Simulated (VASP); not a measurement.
Set up this calculation in VASP 6.6.1, as the native input.

- Task: single point
- Functional: LDA
- Potentials or basis: VASP PAW LDA potentials, release 64 (Zn)
- Cutoff: 520 eV
- k mesh: 14 × 14 × 7
- Occupations: gaussian, width 0.6 eV
- Spin: no spin polarisation
- Dipole correction: no
- Further INCAR settings: ALGO = Normal; EDIFF = 1e-06; NBANDS = 19

The structure of Zn lies in POSCAR:

```
Zn
1.0
    2.5709734941      0.0000000000      0.0000000000
   -1.2854867470      2.2265283583      0.0000000000
    0.0000000000      0.0000000000      4.7361908757
Zn
2
Direct
    0.3333333333      0.6666666667      0.2500000000
    0.6666666667      0.3333333333      0.7500000000
```

One way to write it, as run:

INCAR

```
SYSTEM = Zn
PREC     = Accurate       ! precision mode
ENCUT    = 520            ! plane-wave cutoff, eV
EDIFF    = 1E-6           ! SCF threshold, eV
ISMEAR   = 0              ! smearing method
SIGMA    = 0.6            ! smearing width, eV
LREAL    = .False.        ! projectors in reciprocal space
LASPH    = .True.         ! aspherical terms in the spheres
NELM     = 80             ! most SCF steps
ALGO     = Normal         ! electronic algorithm
ISIF     = 2              ! what is computed and relaxed
LWAVE    = .False.        ! write WAVECAR
LCHARG   = .True.         ! write CHGCAR
GGA      = CA             ! functional
LELF     = .True.         ! ELF
LVHAR    = .True.       
NBANDS   = 19             ! bands
```

KPOINTS

```
Automatic mesh
0
Gamma
  14 14 7
  0 0 0
```

Potentials or basis: VASP PAW LDA potentials, release 64 (Zn).

Launch:

```console
$ cat potpaw_LDA.64/Zn/POTCAR > POTCAR
$ mpirun -np 1 vasp_std > vasp.out
```

It gave:

```
Pressure               : 1.0 GPa
Band gap on the k mesh : zero (band 12 reaches 5.21 eV, above the bottom of band 13 at 0.86 eV)
```

It took 15 s on 1 thread of Intel(R) Xeon(R) 6975P-C (Granite Rapids), on a shared host, peak memory 0.15 GiB.
